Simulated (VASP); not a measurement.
Cd3SeS2: relaxation of shape and atoms at fixed volume with PBE

The system is Cd3SeS2.

```
Cd Se S
1.0
     4.29440    0.00000    0.00000
    -2.14720    3.71906    0.00000
     0.00000    0.00000   10.53175
Cd Se S
3 1 2
Direct
  0.00000 0.00000 0.99097
  0.33333 0.66667 0.66659
  0.66667 0.33333 0.34292
  0.00000 0.00000 0.24786
  0.33333 0.66667 0.91300
  0.66667 0.33333 0.58866
```

* Program: VASP 6.6.1
* Task: relaxation of shape and atoms at fixed volume
* Functional: PBE
* Potentials or basis: VASP PAW PBE potentials, release 64 (Cd, Se, S)
* Cutoff: 600 eV
* k mesh: 6 × 6 × 4
* Occupations: gaussian, width 0.02 eV
* Spin: no spin polarisation
* Dipole correction: no
* Further INCAR settings: ALGO = Normal; EDIFF = 1e-06; IBRION = 2; EDIFFG = -0.01; NSW = 50; ISIF = 4

The energy gained by relaxing is 0.0 meV/atom and the ionic steps are 3. The pressure after relaxing is -1.2 GPa, the largest force after relaxing is 0.008 eV/Å and the band gap on the k mesh is 0.60 eV.

Forces on the atoms (eV/Å):
```
Cd   0.000  0.000  0.007
Cd   0.000  0.000 -0.006
Cd   0.000  0.000 -0.003
Se   0.000  0.000 -0.002
S    0.000  0.000  0.008
S    0.000  0.000 -0.004
```

Final structure:
```
Cd Se S
1.0
     4.29481    0.00000    0.00000
    -2.14740    3.71941    0.00000
     0.00000    0.00000   10.52976
Cd Se S
3 1 2
Direct
  0.00000 0.00000 0.99100
  0.33333 0.66667 0.66674
  0.66667 0.33333 0.34274
  0.00000 0.00000 0.24811
  0.33333 0.66667 0.91288
  0.66667 0.33333 0.58853
```

Levels at points of the mesh, in eV from the valence-band top:
| k point | band 25 | band 26 | band 27 | band 28 | band 29 | band 30 |
| --- | --- | --- | --- | --- | --- | --- |
| (0.00, 0.00, 0.00) | -0.20 | 0.00 | 0.00 | 0.60 | 2.36 | 2.61 |
| (0.50, 0.00, 0.00) | -1.42 | -1.24 | -0.84 | 3.27 | 3.31 | 3.46 |
| (0.00, 0.00, 0.50) | -0.53 | -0.05 | -0.05 | 1.74 | 1.85 | 2.56 |
| (0.50, 0.00, 0.50) | -1.46 | -0.81 | -0.72 | 2.50 | 3.63 | 3.84 |

Run time: 2.4 min on 1 thread of Intel(R) Xeon(R) 6975P-C (Granite Rapids), on a shared host, peak memory 0.42 GiB.
